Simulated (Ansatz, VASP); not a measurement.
# BaTe: VASP beside Ansatz

```xyz
2
Lattice="0.0265 3.5312 3.5312 3.5577 0.0000 3.5577 3.5312 3.5312 0.0265" Properties=species:S:1:pos:R:3 pbc="T T T"
Ba    0.0000    0.0000    0.0000
Te    3.5577    3.5312    3.5577
```

Change from the starting cell: strain +0.0150 x Voigt [0, 0, 0, 0, 1, 0], atoms carried along.

Alike in both runs: task single point; functional r2SCAN; k mesh 8 × 8 × 8; occupations gaussian, width 0.05 eV; no spin polarisation.

|  | VASP | Ansatz |
| --- | --- | --- |
| version | VASP 6.6.1 | Ansatz 0.2.0 |
| potentials or method | VASP PAW PBE potentials, release 64 (Ba_sv, Te), cutoff 520 eV | scalar-relativistic, plane waves, PAW |
| valence electrons in the cell | 16 | 26 |

```csv
,VASP,Ansatz,Ansatz less VASP
gap on the k mesh at the Fermi level (eV),1.90,1.98,+0.073
least direct gap on the mesh (eV),2.28,2.33,+0.046
pressure (GPa),0.3,0.0,-0.32
"traceless stress, the component that is largest in VASP (GPa)",-0.18,-0.18,-0.001
```

VASP's potentials were made for PBE, not for r2SCAN. The functional is the same, so the differences come from potentials, cutoffs and numerics. VASP's potentials hold 16 valence electrons a cell and Ansatz's 26, so a difference there can come from the potentials and not from the codes.

Neither program's run includes spin-orbit coupling.
